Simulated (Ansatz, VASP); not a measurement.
## One calculation of NaV, two programs

```xyz
2
Lattice="0.0000 2.9965 2.9965 2.9965 0.0000 2.9965 2.9965 2.9965 0.0000" Properties=species:S:1:pos:R:3 pbc="T T T"
Na    0.0000    0.0000    0.0000
V     2.9965    2.9965    2.9965
```

Alike in both runs: functional PBE; k mesh 16 × 16 × 16; occupations gaussian, width 0.1 eV; collinear spin.

Ansatz relaxed the structure, and its values are those at the end. VASP's run is a single point on that final structure, the one shown.

|  | VASP | Ansatz |
| --- | --- | --- |
| version | VASP 6.6.1 | Ansatz 0.2.0 |
| potentials or method | VASP PAW PBE potentials, release 64 (Na_pv, V_sv), cutoff 520 eV | scalar-relativistic, plane waves, PAW |
| valence electrons in the cell | 20 | 22 |

```csv
,VASP,Ansatz,Ansatz less VASP
gap on the k mesh at the Fermi level (eV),none,none,-
pressure (GPa),0.0,0.0,-0.01
net moment per atom (μB),1.99,1.99,-0.001
size of the moment on the site where the two differ most (μB),3.08,3.18,+0.097
```

Site moments also hang on the region over which each program counts them. A gap of «none» marks a metal or a gap that the smearing closes. VASP's potentials hold 20 valence electrons a cell and Ansatz's 22, so a difference there can come from the potentials and not from the codes. Ansatz's warnings: given moment on shells.
